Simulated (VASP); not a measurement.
# MgI2: electric field gradients with PBEsol

Crystal: MgI2.

```
Mg I
1.0
     4.23517    0.00000    0.00000
    -2.11758    3.66776    0.00000
     0.00000    0.00000    6.99658
Mg I
1 2
Direct
  0.00000 0.00000 0.00000
  0.33333 0.66667 0.75763
  0.66667 0.33333 0.24237
```

```
Program                : VASP 6.6.1
Task                   : electric field gradients
Functional             : PBEsol
Potentials or basis    : VASP PAW PBE potentials, release 64 (Mg, I)
Cutoff                 : 520 eV
k mesh                 : 7 × 7 × 4
Occupations            : fermi-dirac, width 0.03 eV
Spin                   : no spin polarisation
Dipole correction      : no
Further INCAR settings : ALGO = Normal; EDIFF = 1e-08; NBANDS = 15
```

```
Pressure                                : -1.7 GPa
Largest force                           : 0.297 eV/Å
Band gap on the k mesh                  : 3.35 eV
Largest electric field gradient by atom : Mg +0.3; I -48.5 V/Å²
```

Forces in eV/Å, atoms in the order of the input:
```
Mg   0.000  0.000  0.000
I    0.000  0.000  0.297
I    0.000  0.000 -0.297
```

Stress tensor (GPa, compression positive):
```
-1.89  0.00  0.00
 0.00 -1.89  0.00
 0.00  0.00 -1.44
```

Levels at points of the mesh, in eV from the valence-band top:
| k point | band 5 | band 6 | band 7 | band 8 | band 9 | band 10 | band 11 | band 12 |
| --- | --- | --- | --- | --- | --- | --- | --- | --- |
| (0.00, 0.00, 0.00) | -0.43 | -0.09 | -0.09 | 0.00 | 3.35 | 4.61 | 6.56 | 6.56 |
| (0.00, 0.00, 0.50) | -0.34 | -0.34 | -0.18 | -0.18 | 4.31 | 4.66 | 6.40 | 6.40 |

Electric field gradients, principal values (V/Å²):
| atom | least | middle | greatest (by size) |
| --- | --- | --- | --- |
| 1 Mg | -0.156 | -0.156 | 0.312 |
| 2 I | 24.260 | 24.261 | -48.521 |
| 3 I | 24.260 | 24.261 | -48.521 |

Wall time 57 s on 1 thread of Intel Xeon 8259CL (shared host), peak memory 0.24 GiB.

Caveat: without QUAD_EFG the Cq values of the log hold for a quadrupole moment of 1 mb, not for the nuclei; the PAW data sets were made with another functional, which shifts forces and pressure a little; spin-orbit coupling is left out, which moves the levels of the heavy elements; an odd mesh through Γ misses points on the zone boundary, where band edges can lie; this functional lacks dispersion, which binds the layers, so the pressure and a relaxed spacing across them are unreliable.
